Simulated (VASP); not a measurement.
WSe2:

```
W Se
1.0
     4.25873    0.00000    0.00000
    -2.12936    3.68817    0.00000
     0.00000    0.00000    6.43096
W Se
1 2
Direct
  0.00000 0.00000 0.00000
  0.33333 0.66667 0.26909
  0.66667 0.33333 0.73091
```

| Property | Result |
| --- | --- |
| Program | VASP 6.6.1 |
| Task | relaxation of cell and atoms |
| Functional | PBEsol |
| Potentials or basis | VASP PAW PBE potentials, release 64 (W_sv, Se) |
| Cutoff | 600 eV |
| k mesh | 6 × 6 × 4 |
| Occupations | fermi-dirac, width 0.03 eV |
| Spin | no spin polarisation |

At the start: pressure -21.1 GPa; volume 33.67 Å³/atom.

Task: Where does the relaxation end?

Result: Over 23 steps the energy falls by 1645.3 meV/atom and the volume is 20.91 Å³/atom (-37.9 %); space group P-3m1 (No. 164, to 0.05 Å).

The path:
```csv
step,energy change (eV),largest force (eV/Å),pressure (GPa),volume (Å³)
1,0.0000,2.8810,-21.06,101.01
2,-1.9505,8.0320,63.33,49.05
3,-4.3855,0.6992,-3.36,64.49
4,-4.4009,0.9642,-1.38,63.53
5,-4.4036,1.1489,-0.02,62.89
6,-4.7262,0.6889,0.94,60.56
7,-4.8726,0.2636,2.51,56.62
8,-4.8809,0.0222,1.97,57.48
9,-4.8816,0.0951,2.10,57.22
10,-4.8736,0.7412,-3.73,59.66
11,-4.8895,0.3699,-0.42,58.21
12,-4.9036,0.2744,-0.36,58.78
13,-4.9276,0.0113,0.21,60.47
14,-4.9104,0.6151,2.54,63.82
15,-4.9280,0.3025,1.28,61.80
16,-4.9324,0.1471,0.14,62.61
17,-4.9330,0.0286,-0.68,63.24
18,-4.9331,0.0614,-0.45,63.07
19,-4.9342,0.0537,-0.32,62.98
20,-4.9358,0.0298,0.07,62.71
21,-4.9358,0.0284,0.10,62.69
22,-4.9358,0.0002,-0.07,62.74
23,-4.9358,0.0075,-0.04,62.73
```

Final structure:
```yaml
crystal:
  lattice:
    - [3.24205, 0.00000, 0.00000]
    - [-1.62103, 2.80770, 0.00000]
    - [0.00000, 0.00000, 6.89132]
  atoms:
    - { symbol: W, position: [0.00000, 0.00000, 0.00000] }
    - { symbol: Se, position: [0.33333, 0.66667, 0.24985] }
    - { symbol: Se, position: [0.66667, 0.33333, 0.75015] }
```

Caveat: the volume moved by over 15 % at a fixed basis, so the end points are rough; the PAW data sets were made with another functional, which shifts forces and pressure a little; this functional lacks dispersion, which binds the layers, so the pressure and a relaxed spacing across them are unreliable.
